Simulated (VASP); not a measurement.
Wanted: the native input for a VASP 6.6.1 run.

```yaml
Task: single point
Functional: PBE
Potentials_or_basis: VASP PAW PBE potentials, release 64 (Mg, S)
Cutoff: 520 eV
k_mesh: 6 × 6 × 4
Occupations: gaussian, width 0.01 eV
Spin: no spin polarisation
Dipole_correction: no
Further_INCAR_settings: ALGO = Normal; EDIFF = 1e-06; NBANDS = 16
```

The structure of MgS lies in POSCAR:

```
MgS
1.0
    4.0286648035      0.0000000000      0.0000000000
   -2.0143324017      3.4889260632      0.0000000000
    0.0000000000      0.0000000000      6.4542161477
Mg S
2 2
Direct
    0.6666666667      0.3333333333      0.4971196669
    0.3333333333      0.6666666667      0.9971196669
    0.3333333333      0.6666666667      0.3778793331
    0.6666666667      0.3333333333      0.8778793331
```

These files were run (other wordings do the same):

INCAR

```
SYSTEM = MgS
PREC = Accurate
ENCUT = 520
EDIFF = 1E-6
ISMEAR = 0
SIGMA = 0.01
LREAL = .False.
LASPH = .True.
NELM = 100
ALGO = Normal
ISIF = 2
LWAVE = .False.
LCHARG = .False.
GGA = PE
NBANDS = 16
```

KPOINTS

```
Automatic mesh
0
Gamma
  6 6 4
  0 0 0
```

Potentials or basis: VASP PAW PBE potentials, release 64 (Mg, S).

Launch:

```console
$ cat potpaw_PBE.64/Mg/POTCAR potpaw_PBE.64/S/POTCAR > POTCAR
$ mpirun -np 1 vasp_std > vasp.out
```

Results of the run:

```yaml
Pressure: 0.9 GPa
Largest_force: 0.004 eV/Å
Band_gap_on_the_k_mesh: 3.46 eV, direct
```

Wall time 36 s on 1 thread of AMD EPYC 7R13 Processor (Zen 3), on a shared host, peak memory 0.17 GiB.
